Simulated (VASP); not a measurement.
Wanted: the native input for a VASP 6.6.1 run.

```yaml
Task: single point
Functional: PBEsol
Potentials_or_basis: VASP PAW PBE potentials, release 64 (Ta_pv, N)
Cutoff: 520 eV
k_mesh: 15 × 15 × 15
Occupations: fermi-dirac, width 0.08 eV
Spin: no spin polarisation
Dipole_correction: no
Further_INCAR_settings: ALGO = Normal; EDIFF = 1e-06; NBANDS = 15
```

The structure of TaN (rocksalt type) lies in POSCAR:

```
TaN
1.0
    0.0000000000      1.8853846785      1.8853846785
    1.8853846785      0.0000000000      1.8853846785
    1.8853846785      1.8853846785      0.0000000000
Ta N
1 1
Direct
    0.0000000000      0.0000000000      0.0000000000
    0.5000000000      0.5000000000      0.5000000000
```

One way to write it, as run:

INCAR

```
  PREC = Accurate
  ENCUT = 520
  EDIFF = 1E-6
  ISMEAR = -1
  SIGMA = 0.08
  LREAL = F
  LASPH = T
  NELM = 60
  ALGO = Normal
  ISIF = 2
  LWAVE = F
  LCHARG = T
  GGA = PS
  LELF = T
  LVHAR = T
  NBANDS = 15
```

KPOINTS

```
regular mesh
0
Gamma
  15 15 15
```

Potentials or basis: VASP PAW PBE potentials, release 64 (Ta_pv, N).

Command:

```console
$ cat potpaw_PBE.64/Ta_pv/POTCAR potpaw_PBE.64/N/POTCAR > POTCAR
$ mpirun -np 1 vasp_std > vasp.out
```

It gave:

```
Pressure               : 428.7 GPa
Band gap on the k mesh : zero (bands 8 and 9 overlap by 7.38 eV)
```

Caveat: the cell stands under pressure; the PAW data sets were made with another functional, which shifts forces and pressure a little; spin-orbit coupling is left out, which moves the levels of the heavy elements.

Run time: 8.8 s on 1 thread of Intel(R) Xeon(R) 6975P-C (Granite Rapids) (shared host), peak memory 0.14 GiB.
